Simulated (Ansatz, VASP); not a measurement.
# One calculation of Cr, two programs

```
Cr
1.0
     1.14705   -2.46703    0.00000
     1.14705    2.46703    0.00000
     0.00000    0.00000    4.06431
Cr
2
Direct
  0.87053 0.12947 0.75000
  0.12947 0.87053 0.25000
```

Alike in both runs: task single point; functional PBEsol; k mesh 11 × 11 × 6; occupations fermi-dirac, width 0.05 eV; collinear spin; fixed moment 9 μB.

|  | VASP | Ansatz |
| --- | --- | --- |
| version | VASP 6.6.1 | Ansatz 0.2.0 |
| potentials or method | VASP PAW PBE potentials, release 64 (Cr_pv) | Ansatz PAW |
| plane-wave cutoff (eV) | 520 | 420 |
| valence electrons in the cell | 24 | 28 |

|  | VASP | Ansatz | Ansatz less VASP |
| --- | --- | --- | --- |
| rms of the force components (eV/Å) | 0.409 | 0.404 | -0.0050 |
| net moment per atom (μB) | 4.50 | 4.50 | 0.000 |
| size of the moment on the site where the two differ most (μB) | 4.15 | 3.56 | -0.588 |

VASP's potentials were made for PBE, not for PBEsol. Site moments also hang on the region over which each program counts them. Atom by atom the forces differ by 0.005 eV/Å (rms over components). VASP's potentials hold 24 valence electrons a cell and Ansatz's 28, so a difference there can come from the potentials and not from the codes.
